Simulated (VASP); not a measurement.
# SrMg in VASP: further runs, part 2 of 2

VASP 6.6.1. The steps go on from the part before.

## 3. Single point, r2SCAN

Input file POSCAR:

```
SrMg
1.0
    5.5893800000      0.0000000000      0.0000000000
    0.0000000000      4.0516743400      0.0000000000
    0.0000000000      0.0000000000     18.6784705216
Sr Mg
2 2
Direct
    0.0000000000      0.0000000000      0.3747630188
    0.0000000000      0.5000000000      0.5626184910
    0.5000000000      0.5000000050      0.4373815090
    0.5000000000      0.0000000050      0.6252369812
```

Input file INCAR.step1:

```
ALGO = Normal
DIPOL = 0.5 0.5 0.500
EDIFF = 1E-4
EFIELD = -0.1
ENCUT = 520
GGA = PE
IDIPOL = 3
ISMEAR = -1
LASPH = True
LCHARG = False
LDIPOL = True
LREAL = False
LWAVE = True
NBANDS = 20
NELM = 60
PREC = Accurate
SIGMA = 0.1
```

Input file INCAR.step2:

```
ALGO = Normal
DIPOL = 0.5 0.5 0.500
EDIFF = 1E-7
EFIELD = -0.1
ENCUT = 520
IDIPOL = 3
ISIF = 2
ISMEAR = -1
ISTART = 1
LASPH = True
LCHARG = False
LDIPOL = True
LMIXTAU = True
LREAL = False
LWAVE = False
METAGGA = R2SCAN
NBANDS = 20
NELM = 60
PREC = Accurate
SIGMA = 0.1
```

Input file KPOINTS:

```
k-points
0
Gamma
  3 4 1
```

Potentials or basis: VASP PAW PBE potentials, release 64 (Sr_sv, Mg).

On the command line:

```bash
> cat potpaw_PBE.64/Sr_sv/POTCAR potpaw_PBE.64/Mg/POTCAR > POTCAR
> cp INCAR.step1 INCAR
> mpirun -np 1 vasp_std > vasp.out
> cp INCAR.step2 INCAR
> mpirun -np 1 vasp_std > vasp.out
```

OUTCAR:

```text
EDIFF = 1E-7
   ENCUT = 520
   ISIF = 2
   ISMEAR = -1
   ISTART = 1
   LASPH = True
   LREAL = False
   METAGGA = R2SCAN
   NELM = 60
   PREC = Accurate

 ion  position               nearest neighbor table
   1  0.000  0.000  0.375-   3 3.64   3 3.64   3 3.64   3 3.64   2 4.05   2 4.05
   2  0.000  0.500  0.563-   4 3.64   4 3.64   3 3.64   3 3.64   4 3.64   4 3.64   1 4.05   1 4.05

   3  0.500  0.500  0.437-   1 3.64   1 3.64   2 3.64   2 3.64   1 3.64   1 3.64
   4  0.500  0.000  0.625-   2 3.64   2 3.64   2 3.64   2 3.64

  LATTYP: Found a simple orthorhombic cell.
 ALAT       =     4.0516743400
 B/A-ratio  =     1.3795235083
 C/A-ratio  =     4.6100621507

  Lattice vectors:

 A1 = (   0.0000000000,  -4.0516743400,   0.0000000000)
 A2 = (   5.5893800000,   0.0000000000,   0.0000000000)
 A3 = (   0.0000000000,   0.0000000000,  18.6784705216)

Analysis of symmetry for initial positions (statically):
=====================================================================
 Subroutine PRICEL returns:
 Original cell was already a primitive cell.

 Routine SETGRP: Setting up the symmetry group for a
 simple orthorhombic supercell.

[... 160 lines left out ...]
 fundamental gap:      0.1236052934
 Fermi energy:        -1.2591543413

 k-point     1 :       0.0000    0.0000    0.0000
  band No.  band energies     occupation
      1     -39.5021      2.00000
      2     -39.1091      2.00000
      3     -20.9636      2.00000
      4     -20.8448      2.00000
      5     -20.7110      2.00000
      6     -20.4907      2.00000
[... 127 lines left out ...]
     19       1.5669      0.00000
     20       1.7955      0.00000

------------------------ aborting loop because EDIFF is reached ----------------------------------------

 vacuum level on the upper side and lower side of the slab       (xc-potential included)         0.779        -1.173

  FORCE on cell =-STRESS in cart. coord.  units (eV):
  Direction    XX          YY          ZZ          XY          YZ          ZX
  --------------------------------------------------------------------------------------
  -------------------------------------------------------------------------------------
  Total       -1.2971752     -0.4752783      1.0143537      0.0000000      0.0000000      0.0000000
  in kB       -4.9132599     -1.8001932      3.8420280      0.0000000      0.0000000      0.0000000
  external PRESSURE =      -0.9571417 kB  Pullay stress =       0.0000000 kB

 VOLUME and BASIS-vectors are now :
 -----------------------------------------------------------------------------
  energy-cutoff  :      520.00
  volume of cell :      423.00
      direct lattice vectors                 reciprocal lattice vectors
     5.589380000  0.000000000  0.000000000     0.178910720  0.000000000  0.000000000
     0.000000000  4.051674340  0.000000000     0.000000000  0.246811544  0.000000000
     0.000000000  0.000000000 18.678470522     0.000000000  0.000000000  0.053537574

 POSITION                                       TOTAL-FORCE (eV/Angst)
 -----------------------------------------------------------------------------------
      0.00000      0.00000      7.00000         0.000000      0.000000     -0.366791
      0.00000      2.02584     10.50885         0.000000      0.000000      0.388486
      2.79469      2.02584      8.16962         0.000000      0.000000      0.068050
      2.79469      0.00000     11.67847         0.000000      0.000000     -0.089746
 -----------------------------------------------------------------------------------
    total drift:                               -0.000000      0.000000     -0.000589

  FREE ENERGIE OF THE ION-ELECTRON SYSTEM (eV)
  ---------------------------------------------------
  free  energy   TOTEN  =       -36.7026224153 eV

  energy  without entropy=      -36.5464997631  energy(sigma->0) =      -36.62456109

 vacuum level on the upper side and lower side of the slab         2.696         0.740
```

Run time: 4.6 min. Hardware: 1 thread of Intel Xeon 6975P-C (Granite Rapids), shared host; peak memory 0.48 GiB.

What came out:

```
Free energy            : -36.7026 eV
Largest force          : 0.388 eV/Å
Band gap on the k mesh : zero (bands 12 and 13 overlap by 0.42 eV)
```

Forces in eV/Å, atoms in the order of the input:
```
Sr   0.000  0.000 -0.367
Sr   0.000  0.000  0.388
Mg   0.000  0.000  0.068
Mg   0.000  0.000 -0.090
```

Caveat: the k points lie up to 0.39 Å⁻¹ apart; the PAW data sets were made with another functional, which shifts forces and pressure a little.
